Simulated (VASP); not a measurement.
Here is a VASP 6.6.1 calculation.

The input INCAR:

```
SYSTEM = SiC
PREC = Accurate ; ENCUT = 520
EDIFF = 1E-7 ; ISMEAR = 0
SIGMA = 0.05 ; LREAL = .FALSE.
LASPH = .TRUE. ; NELM = 60
ALGO = Normal ; ISIF = 2
LWAVE = .FALSE. ; LCHARG = .FALSE.
NBANDS = 11
```

File KPOINTS:

```
Automatic mesh
0
G
  12 12 12
  0 0 0
```

POSCAR

```
SiC
1.0
    0.0407625000      2.1740000000      2.1740000000
    2.2147625000      0.0000000000      2.2147625000
    2.1740000000      2.1740000000      0.0407625000
Si C
1 1
Direct
    0.0000000000      0.0000000000      0.0000000000
    0.7500000000      0.7500000000      0.7500000000
```

Potentials or basis: VASP PAW LDA potentials, release 64 (Si, C).

Launch:

```console
$ cat potpaw_LDA.64/Si/POTCAR potpaw_LDA.64/C/POTCAR > POTCAR
$ mpirun -np 1 vasp_std > vasp.out
```

(1) Estimate the pressure.

(2) Predict the largest force.

(3) Predict the band gap on the k mesh.

## Answers

(1) -2.1 GPa.

(2) 0.303 eV/Å.

(3) 1.13 eV, indirect (least direct gap 4.15 eV).

Caveat: the cell differs from its parent crystal (strain +0.0375 x Voigt [0, 0, 0, 0, 1, 0]).
